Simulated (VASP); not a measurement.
# AlC (P-1) in VASP: single point with PBE

Aim: the single point of AlC with PBE.

All numbers are computed with VASP 6.6.1; they aren't measurements. Logs are shortened: lines on timing, memory, paths and dates and some standing lists are left out, and cuts for length are marked.

## (1) The cell of the first run

The typed cell holds 8 atoms: a = 3.106 Å, b = 3.102 Å, c = 11.661 Å, α = 89.96°, β = 89.94°, γ = 120.03°.

## (2) Single point, PBE

File INCAR:

```
SYSTEM = AlC
PREC     = Accurate       ! precision mode
ENCUT    = 600            ! plane-wave cutoff, eV
EDIFF    = 1E-6           ! SCF threshold, eV
ISMEAR   = 0              ! smearing method
SIGMA    = 0.2            ! smearing width, eV
LREAL    = .FALSE.        ! projectors in reciprocal space
LASPH    = .TRUE.         ! aspherical terms in the spheres
NELM     = 120            ! most SCF steps
ALGO     = Normal         ! electronic algorithm
ISIF     = 2              ! what is computed and relaxed
LWAVE    = .FALSE.        ! write WAVECAR
LCHARG   = .TRUE.         ! write CHGCAR
GGA      = PE             ! functional
LELF     = .TRUE.         ! ELF
LVHAR    = .TRUE.       
NBANDS   = 24             ! bands
GGA_COMPAT= .FALSE.
```

File KPOINTS:

```
regular mesh
0
G
  12 12 2
  0 0 0
```

File POSCAR:

```
AlC
1.0
    3.1056055051      0.0001789265      0.0015764209
   -1.5526506100      2.6855588805      0.0012119053
    0.0062378848      0.0082962038     11.6609947862
Al C
4 4
Direct
    0.6724861312      0.3353762416      0.3522132760
    0.6627024743      0.3325234634      0.8521896115
    0.3275144330      0.6646235697      0.1477852739
    0.3373022801      0.6674732502      0.6478095568
   -0.0053904499      0.9982582174      0.0575630595
    0.0044313334      0.0011088368      0.5575940989
    0.0053946375      0.0017556571      0.4424386992
   -0.0044408395     -0.0011192363      0.9424064241
```

Potentials or basis: VASP PAW PBE potentials, release 64 (Al, C).

Command:

```bash
> cat potpaw_PBE.64/Al/POTCAR potpaw_PBE.64/C/POTCAR > POTCAR
> mpirun -np 1 vasp_std > vasp.out
```

OUTCAR:

```text
SYSTEM = AlC
   PREC = Accurate
   ENCUT = 600
   EDIFF = 1E-6
   ISMEAR = 0
   LREAL = .FALSE.
   LASPH = .TRUE.
   NELM = 120
   ISIF = 2
   GGA = PE

 ion  position               nearest neighbor table
   1  0.672  0.335  0.352-   7 2.08   7 2.08   7 2.08   3 2.96   3 2.99   3 3.00
   2  0.663  0.333  0.852-   8 2.08   8 2.08   8 2.08   4 2.97   4 2.98   4 2.99
   3  0.328  0.665  0.148-   5 2.08   5 2.08   5 2.08   1 2.96   1 2.99   1 3.00
   4  0.337  0.667  0.648-   6 2.08   6 2.08   6 2.08   2 2.97   2 2.98   2 2.99
   5  0.995  0.998  0.058-   8 1.34   3 2.08   3 2.08   3 2.08
   6  0.004  0.001  0.558-   7 1.34   4 2.08   4 2.08   4 2.08
   7  0.005  0.002  0.442-   6 1.34   1 2.08   1 2.08   1 2.08
   8  0.996  0.999  0.942-   5 1.34   2 2.08   2 2.08   2 2.08

  LATTYP: Found a triclinic cell.
 ALAT       =     3.1056059104
 B/A-ratio  =     1.7313398513
 C/A-ratio  =     3.7548226473
 COS(alpha) =     0.0001759155
 COS(beta)  =     0.0010425814
 COS(gamma) =     0.8663237660

  Lattice vectors:

 A1 = (  -3.1056055051,  -0.0001789265,  -0.0015764209)
 A2 = (  -4.6582561151,   2.6853799540,  -0.0003645156)
 A3 = (  -0.0062378848,  -0.0082962038, -11.6609947862)

Analysis of symmetry for initial positions (statically):
=====================================================================
 Subroutine PRICEL returns:
 Original cell was already a primitive cell.

 Routine SETGRP: Setting up the symmetry group for a
 triclinic supercell.

 Subroutine GETGRP returns: Found  1 space group operations
 (whereof  1 operations were pure point group operations)
 out of a pool of  2 trial point group operations.

The static configuration has the point symmetry C_1 .

Analysis of symmetry for dynamics (positions and initial velocities):
=====================================================================
 Subroutine PRICEL returns:
 Original cell was already a primitive cell.

 Routine SETGRP: Setting up the symmetry group for a
 triclinic supercell.

 Subroutine GETGRP returns: Found  1 space group operations
 (whereof  1 operations were pure point group operations)
 out of a pool of  2 trial point group operations.

The dynamic configuration has the point symmetry C_1 .

 Subroutine INISYM returns: Found  1 space group operations
 (whereof  1 operations are pure point group operations),
 and found     1 'primitive' translations

----------------------------------------------------------------------------------------

                                     Primitive cell

  volume of cell :      97.2592

  direct lattice vectors                    reciprocal lattice vectors
     3.105605505  0.000178926  0.001576421     0.321987828  0.186156770 -0.000304684
    -1.552650610  2.685558880  0.001211905    -0.000021318  0.372349766 -0.000264896
     0.006237885  0.008296204 11.660994786    -0.000043527 -0.000063864  0.085756046

  length of vectors
     3.105605910  3.102088310 11.660999406     0.371928215  0.372349861  0.085756080

  position of ions in fractional coordinates (direct lattice)
     0.672486131  0.335376242  0.352213276
     0.662702474  0.332523463  0.852189612
     0.327514433  0.664623570  0.147785274
     0.337302280  0.667473250  0.647809557
     0.994609550  0.998258217  0.057563059
     0.004431333  0.001108837  0.557594099
     0.005394637  0.001755657  0.442438699
     0.995559161  0.998880764  0.942406424

  ion indices of the primitive-cell ions
   primitive index   ion index
                 1           1
                 2           2
                 3           3
                 4           4
                 5           5
                 6           6
                 7           7
                 8           8

----------------------------------------------------------------------------------------

 KPOINTS: regular mesh

Automatic generation of k-mesh.
 Grid dimensions read from file:
 generate k-points for:   12   12    2

 Generating k-lattice:

  Cartesian coordinates                     Fractional coordinates (reciprocal lattice)
     0.026832319  0.015513064 -0.000025390     0.083333333 -0.000000000  0.000000000
    -0.000001777  0.031029147 -0.000022075     0.000000000  0.083333333 -0.000000000
    -0.000021763 -0.000031932  0.042878023     0.000000000  0.000000000  0.500000000

  Length of vectors
     0.030994018  0.031029155  0.042878040

  Shift w.r.t. Gamma in fractional coordinates (k-lattice)
     0.000000000  0.000000000  0.000000000

 Subroutine IBZKPT returns following result:
 ===========================================

 Found    148 irreducible k-points:

 Following reciprocal coordinates:
            Coordinates               Weight
  0.000000  0.000000  0.000000      1.000000
  0.083333 -0.000000  0.000000      2.000000
  0.166667 -0.000000  0.000000      2.000000
  0.250000 -0.000000  0.000000      2.000000
  0.333333 -0.000000  0.000000      2.000000
  0.416667 -0.000000 -0.000000      2.000000
[... 16 lines left out ...]
  0.250000  0.166667  0.000000      2.000000
  0.333333  0.166667  0.000000      2.000000
 [... further k-points ...]
   k-points           NKPTS =    148   k-points in BZ     NKDIM =    148   number of bands    NBANDS=     24
   number of dos      NEDOS =    301   number of ions     NIONS =      8
   total plane-waves  NPLWV =  75264
   dimension x,y,z NGX =    28 NGY =   28 NGZ =   96
   dimension x,y,z NGXF=    56 NGYF=   56 NGZF=  192
   ions per type =               4   4
   NGX,Y,Z   is equivalent  to a cutoff of  14.99, 15.01, 13.69 a.u.
   NGXF,Y,Z  is equivalent  to a cutoff of  29.98, 30.01, 27.37 a.u.
 SYSTEM =  AlC
   PREC   = accura    normal or accurate (medium, high low for compatibility)
   ISTART =      0    job   : 0-new  1-cont  2-samecut
   ICHARG =      2    charge: 1-file 2-atom 10-const
   ISPIN  =      1    spin polarized calculation?
   LNONCOLLINEAR =      F non collinear calculations
   LSORBIT =      F    spin-orbit coupling
   LASPH  =      T    aspherical Exc in radial PAW
   ENCUT  =  600.0 eV  44.10 Ry    6.64 a.u.   6.20  6.20 23.29*2*pi/ulx,y,z
   NELM   =    120;   NELMIN=  2; NELMDL= -5     # of ELM steps
   EDIFF  = 0.1E-05   stopping-criterion for ELM
   LREAL  =      F    real-space projection
   EDIFFG = 0.1E-04   stopping-criterion for IOM
   NSW    =      0    number of steps for IOM
   IBRION =     -1    ionic relax: 0-MD 1-quasi-New 2-CG
   NFREE  =      0    steps in history (QN), initial steepest desc. (CG)
   ISIF   =      2    stress and relaxation
   ISYM   =      2    0-nonsym 1-usesym 2-fastsym
   POTIM  = 0.5000    time-step for ionic-motion
   TEBEG  =    0.0;   TEEND  =   0.0 temperature during run
   PSTRESS=    0.0 pullay stress
   NELECT =      28.0000    total number of electrons
   NUPDOWN=      -1.0000    fix difference up-down
   EMIN   =  10.00;   EMAX   =-10.00  energy-range for DOS
   EFERMI =   0.00;   METHOD = LEGACY
   ISMEAR =     0;   SIGMA  =   0.20  broadening in eV -4-tet -1-fermi 0-gaus
   EFERMI_NEDOS =   21; number of points for ismear=-14 and -15
   IALGO  =     38    algorithm
   IMIX   =      4    mixing-type and parameters
     AMIX     =   0.40;   BMIX     =  1.00
     AMIX_MAG =   1.60;   BMIX_MAG =  1.00
  volume/ion in A,a.u.               =      12.16        82.04
  Fermi-wavevector in a.u.,A,eV,Ry     =   1.080979  2.042754 15.898622  1.168516
  Thomas-Fermi vector in A             =   2.216984
   LORBIT       =      0    0 simple, 1 ext, 2 COOP (PROOUT), +10 PAW based schemes
   GGA     = PE    functional components
   LHFCALC =     F    Hartree Fock is set to
   AEXX    =    0.0000 exact exchange contribution
   IVDW    =     0    specifies the selected vdW correction
   LEPSILON=     F    determine dielectric tensor
   LRPA    =     F    only Hartree local field effects (RPA)
 non-spin polarized calculation
 Gauss-broadening in eV      SIGMA  =   0.20
  energy-cutoff  :      600.00
  volume of cell :       97.26
 maximum number of plane-waves:      3267
 NGX is ok and might be reduce to    28
   NGX = 13   NGY = 13   NGZ = 47

 number of electron      28.0000000 magnetization

 Free energy of the ion-electron system (eV)
  ---------------------------------------------------
  ext. energy  EPLUGINS =         0.00000000
  ---------------------------------------------------
  free energy    TOTEN  =       -49.07738422 eV

  energy without entropy =      -49.03750386  energy(sigma->0) =      -49.05744404

 E-fermi :   6.8882     XC(G=0): -10.5174

 val. band max:        6.8249365570   @ k =   0.3333   0.2500   0.5000
 cond. band min:       6.8916142024   @ k =  -0.1667   0.4167   0.5000
 fundamental gap:      0.0666776453
 Fermi energy:         6.8881904234

 k-point     1 :       0.0000    0.0000    0.0000
  band No.  band energies     occupation
      1      -8.8060      2.00000
      2      -8.7319      2.00000
      3      -4.4565      2.00000
      4      -3.5097      2.00000
      5      -1.9810      2.00000
      6       0.1803      2.00000
[... 16 lines left out ...]
     23      15.5588      0.00000
     24      15.9555      0.00000

 k-point     2 :       0.0833   -0.0000    0.0000
  band No.  band energies     occupation
      1      -8.7228      2.00000
      2      -8.6511      2.00000
      3      -4.3368      2.00000
      4      -3.4030      2.00000
      5      -1.8822      2.00000
      6       0.2270      2.00000
[... 16 lines left out ...]
     23      15.2128      0.00000
     24      15.8698      0.00000

 k-point     3 :       0.1667   -0.0000    0.0000
  band No.  band energies     occupation
      1      -8.4828      2.00000
      2      -8.4183      2.00000
      3      -3.9829      2.00000
      4      -3.0897      2.00000
      5      -1.5987      2.00000
      6       0.3388      2.00000
[... 16 lines left out ...]
     23      14.7343      0.00000
     24      15.0505      0.00000

 k-point     4 :       0.2500   -0.0000    0.0000
  band No.  band energies     occupation
      1      -8.1182      2.00000
      2      -8.0650      2.00000
      3      -3.4138      2.00000
      4      -2.5942      2.00000
      5      -1.1816      2.00000
      6       0.4030      2.00000
[... 16 lines left out ...]
     23      14.1444      0.00000
     24      15.1441      0.00000

 k-point     5 :       0.3333   -0.0000    0.0000
  band No.  band energies     occupation
      1      -7.6954      2.00000
      2      -7.6565      2.00000
      3      -2.6777      2.00000
      4      -1.9758      2.00000
      5      -0.7782      2.00000
      6       0.1862      2.00000
[... 451 lines left out ...]
 k-point    22 :       0.1667    0.1667    0.0000
  band No.  band energies     occupation
      1      -7.9183      2.00000
      2      -7.8715      2.00000
      3      -3.0838      2.00000
      4      -2.3114      2.00000
      5      -0.9578      2.00000
      6       0.4160      2.00000
[... 16 lines left out ...]
     23      13.8390      0.00000
     24      15.1190      0.00000

 k-point    23 :       0.2500    0.1667    0.0000
  band No.  band energies     occupation
      1      -7.5332      2.00000
      2      -7.4994      2.00000
      3      -2.3784      2.00000
      4      -1.7276      2.00000
      5      -0.5913      2.00000
      6       0.2547      2.00000
[... 16 lines left out ...]
     23      13.3646      0.00000
     24      14.7742      0.00000

 k-point    24 :       0.3333    0.1667    0.0000
  band No.  band energies     occupation
      1      -7.2104      2.00000
      2      -7.1883      2.00000
      3      -1.6633      2.00000
      4      -1.1785      2.00000
      5      -0.4216      2.00000
      6      -0.0153      2.00000
[... 16 lines left out ...]
     23      13.3742      0.00000
     24      14.4616      0.00000

 [... further k-points ...]

------------------------ aborting loop because EDIFF is reached ----------------------------------------

  FORCE on cell =-STRESS in cart. coord.  units (eV):
  Direction    XX          YY          ZZ          XY          YZ          ZX
  --------------------------------------------------------------------------------------
  -------------------------------------------------------------------------------------
  Total       -0.2250848     -0.0902706      0.0146887     -0.0172722     -0.0108547     -0.0030723
  in kB       -3.7078831     -1.4870529      0.2419704     -0.2845296     -0.1788131     -0.0506113
  external PRESSURE =      -1.6509885 kB  Pullay stress =       0.0000000 kB

 VOLUME and BASIS-vectors are now :
 -----------------------------------------------------------------------------
  energy-cutoff  :      600.00
  volume of cell :       97.26
      direct lattice vectors                 reciprocal lattice vectors
     3.105605505  0.000178926  0.001576421     0.321987828  0.186156770 -0.000304684
    -1.552650610  2.685558880  0.001211905    -0.000021318  0.372349766 -0.000264896
     0.006237885  0.008296204 11.660994786    -0.000043527 -0.000063864  0.085756046

 POSITION                                       TOTAL-FORCE (eV/Angst)
 -----------------------------------------------------------------------------------
      1.56995      0.90372      4.10862        -0.003402     -0.005056      0.004304
      1.54712      0.90020      9.93883         0.000904     -0.003884      0.004536
     -0.01388      1.78617      1.72465         0.003348      0.005213     -0.004175
      0.01522      1.79797      7.55544        -0.001076      0.003825     -0.004460
      1.53928      2.68154      0.67402         0.002451     -0.003215      0.082984
      0.01552      0.00760      6.50211        -0.001186     -0.004000      0.082756
      0.01679      0.00839      5.15929        -0.002395      0.002889     -0.083799
      1.54678      2.69055     10.99218         0.001356      0.004227     -0.082145
 -----------------------------------------------------------------------------------
    total drift:                               -0.000000     -0.000002      0.000030

  FREE ENERGIE OF THE ION-ELECTRON SYSTEM (eV)
  ---------------------------------------------------
  free  energy   TOTEN  =       -49.0773842231 eV

  energy  without entropy=      -49.0375038617  energy(sigma->0) =      -49.05744404
```

It took 13 min on 1 thread of Oxide Virtual Turin-like, shared host; peak memory 0.44 GiB.

What came out:

```yaml
Free_energy: -49.0774 eV
Pressure: -0.2 GPa
Largest_force: 0.084 eV/Å
Band_gap_on_the_k_mesh: zero (bands 14 and 15 overlap by 3.85 eV)
```

Forces on the atoms (eV/Å):
```
Al  -0.003 -0.005  0.004
Al   0.001 -0.004  0.005
Al   0.003  0.005 -0.004
Al  -0.001  0.004 -0.004
C    0.002 -0.003  0.083
C   -0.001 -0.004  0.083
C   -0.002  0.003 -0.084
C    0.001  0.004 -0.082
```

The gap in the log of VASP goes by the Fermi energy; the results here count the filled bands.